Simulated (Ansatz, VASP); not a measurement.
One calculation of Rh, two programs

```
Rh
1.0
     2.68885    0.00000    0.00000
    -1.34442    2.32861    0.00000
     0.00000    0.00000    8.77740
Rh
4
Direct
  0.00000 0.00000 0.00000
  0.33333 0.66667 0.25000
  0.00000 0.00000 0.50000
  0.66667 0.33333 0.75000
```

Alike in both runs: functional r2SCAN; k mesh 18 × 18 × 6; occupations gaussian, width 0.1 eV; no spin polarisation.

Ansatz relaxed the structure, and its values are those at the end. VASP's run is a single point on that final structure, the one shown.

```csv
,VASP,Ansatz
version,VASP 6.6.1,Ansatz 0.2.0
potentials or method,"VASP PAW PBE potentials, release 64 (Rh_pv), cutoff 520 eV","scalar-relativistic, plane waves, PAW"
valence electrons in the cell,60,68
```

VASP gave:

```
gap on the k mesh at the Fermi level (eV) : none
pressure (GPa)                            : 1.2
```

Q: Which values does Ansatz return?

A: gap on the k mesh at the Fermi level (eV): none; pressure (GPa): 0.0.

VASP's potentials were made for PBE, not for r2SCAN. A gap of «none» marks a metal or a gap that the smearing closes. The functional is the same, so the differences come from potentials, cutoffs and numerics. VASP's potentials hold 60 valence electrons a cell and Ansatz's 68, so a difference there can come from the potentials and not from the codes.
